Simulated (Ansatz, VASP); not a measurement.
# Two plane-wave programs on Be2C

Contents of INCAR:

```
  ALGO = Normal
  EDIFF = 1E-6
  ENCUT = 600
  GGA = PE
  GGA_COMPAT = False
  ISIF = 2
  ISMEAR = 0
  LASPH = True
  LCHARG = False
  LREAL = False
  LWAVE = False
  NBANDS = 11
  NELM = 120
  PREC = Accurate
  SIGMA = 0.01
```

The input KPOINTS:

```
k-points
0
Gamma
  8 8 8
```

File POSCAR:

```
Be2C
1.0
    0.0000000000      2.1641905690      2.1641905690
    2.1641905690      0.0000000000      2.1641905690
    2.1641905690      2.1641905690      0.0000000000
C Be
1 2
Direct
    0.0000000000      0.0000000000      0.0000000000
    0.2500000000      0.2500000000      0.2500000000
    0.7500000000      0.7500000000      0.7500000000
```

Input for Ansatz:

```yaml
crystal:
  lattice:
    - [0.0, 2.164190569, 2.164190569]
    - [2.164190569, 0.0, 2.164190569]
    - [2.164190569, 2.164190569, 0.0]
  atoms:
    - { symbol: C, position: [0.0, 0.0, 0.0] }
    - { symbol: Be, position: [0.25, 0.25, 0.25] }
    - { symbol: Be, position: [0.75, 0.75, 0.75] }
kpoints:
  mp_grid: { grid: [8, 8, 8] }
hamiltonian:
  xc: pbe
scf:
  occupations: { method: fixed }
  n_extra_bands: 4
output:
  forces: true
  stress: true
  eigenvalues: true
```

Alike in both runs: task single point; functional PBE; k mesh 8 × 8 × 8; no spin polarisation.

```csv
,VASP,Ansatz
version,VASP 6.6.1,Ansatz 0.2.0
potentials or method,"VASP PAW PBE potentials, release 64 (C, Be)","plane waves, PAW"
plane-wave cutoff (eV),600,420
occupations,"gaussian, width 0.01 eV",fixed
valence electrons in the cell,8,8
```

VASP gave:

| Quantity | Value |
| --- | --- |
| gap on the k mesh at the Fermi level (eV) | 1.16 |
| pressure (GPa) | 0.3 |

**Question.** What did Ansatz give for the same quantities?

**Answer.** gap on the k mesh at the Fermi level (eV): 1.17; pressure (GPa): 0.0.
